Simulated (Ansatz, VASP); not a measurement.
# Be3Te2Se in VASP and in Ansatz

```
CELL_PARAMETERS angstrom
3.66742 0.00000 0.00000
-1.83371 3.17608 0.00000
0.00000 0.00000 10.49032
ATOMIC_POSITIONS crystal
Be 0.33333 0.66667 0.50000
Be 0.66667 0.33333 0.50000
Be 0.00000 0.00000 0.50000
Te 0.00000 0.00000 0.25021
Te 0.00000 0.00000 0.74979
Se 0.00000 0.00000 0.00000
```

Alike in both runs: functional PBE; k mesh 3 × 3 × 2; occupations gaussian, width 0.15 eV; no spin polarisation.

Ansatz relaxed the structure, and its values are those at the end. VASP's run is a single point on that final structure, the one shown.

|  | VASP | Ansatz |
| --- | --- | --- |
| version | VASP 6.6.1 | Ansatz 0.2.0 |
| potentials or method | VASP PAW PBE potentials, release 64 (Be, Te, Se), cutoff 600 eV | scalar-relativistic, plane waves, PAW |
| valence electrons in the cell | 24 | 54 |

```csv
,VASP,Ansatz,Ansatz less VASP
gap on the k mesh at the Fermi level (eV),none,none,-
pressure (GPa),0.3,0.3,-0.01
```

A gap of «none» marks a metal or a gap that the smearing closes. With one functional, cell and mesh, what is left measures potentials, basis and numerics. VASP's potentials hold 24 valence electrons a cell and Ansatz's 54, so a difference there can come from the potentials and not from the codes.

The k mesh is coarse, so the values compare programs but aren't converged. Spin-orbit coupling is off throughout.
